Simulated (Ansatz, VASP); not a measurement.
## One calculation of Ge, two programs

```
CELL_PARAMETERS angstrom
-2.85219 2.27387 1.39680
2.85219 -2.27387 1.39680
2.85219 2.27387 -1.39680
ATOMIC_POSITIONS crystal
Ge 0.12465 0.87465 0.25000
Ge 0.87535 0.12535 0.75000
```

Change from the starting cell: strain +0.1125 x Voigt [1, -1, 0, 0, 0, 0], atoms carried along.

Alike in both runs: task single point; functional PBEsol; k mesh 24 × 24 × 24; occupations gaussian, width 0.15 eV; no spin polarisation.

```csv
,VASP,Ansatz
version,VASP 6.6.1,Ansatz 0.2.0
potentials or method,"VASP PAW PBE potentials, release 64 (Ge_d), cutoff 520 eV","scalar-relativistic, plane waves, PAW"
valence electrons in the cell,28,28
```

```tsv
	VASP	Ansatz	Ansatz less VASP
gap on the k mesh at the Fermi level (eV)	none	none	-
pressure (GPa)	7.3	7.3	+0.02
traceless stress, the component that is largest in VASP (GPa)	21.44	21.54	+0.096
rms of the force components (eV/Å)	0.446	0.450	+0.0038
```

VASP's potentials were made for PBE, not for PBEsol. Atom by atom the forces differ by 0.004 eV/Å (rms over components). A gap of «none» marks a metal or a gap that the smearing closes.
